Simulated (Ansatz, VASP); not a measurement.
SnSe2: VASP beside Ansatz

```
Sn Se
1.0
     3.73320    0.00000    0.00000
    -1.86660    3.23305    0.00000
     0.00000    0.00000    6.01074
Sn Se
1 2
Direct
  0.00000 0.00000 0.00000
  0.66667 0.33333 0.75100
  0.33333 0.66667 0.24900
```

Change from the starting cell: volume scaled by 0.94.

Alike in both runs: task single point; functional PBEsol; k mesh 8 × 8 × 5; occupations fermi-dirac, width 0.05 eV; no spin polarisation.

|  | VASP | Ansatz |
| --- | --- | --- |
| version | VASP 6.6.1 | Ansatz 0.2.0 |
| potentials or method | VASP PAW PBE potentials, release 64 (Sn_d, Se), cutoff 520 eV | all-electron LAPW, scalar-relativistic |

```csv
,VASP,Ansatz,Ansatz less VASP
gap on the k mesh at the Fermi level (eV),0.80,0.81,+0.010
least direct gap on the mesh (eV),1.28,1.30,+0.015
pressure (GPa),8.1,7.9,-0.18
"traceless stress, the component that is largest in VASP (GPa)",1.12,1.11,-0.005
rms of the force components (eV/Å),0.613,0.599,-0.0138
```

VASP's potentials were made for PBE, not for PBEsol. Atom by atom the forces differ by 0.014 eV/Å (rms over components). Ansatz ran all-electron here, and VASP with PAW potentials.
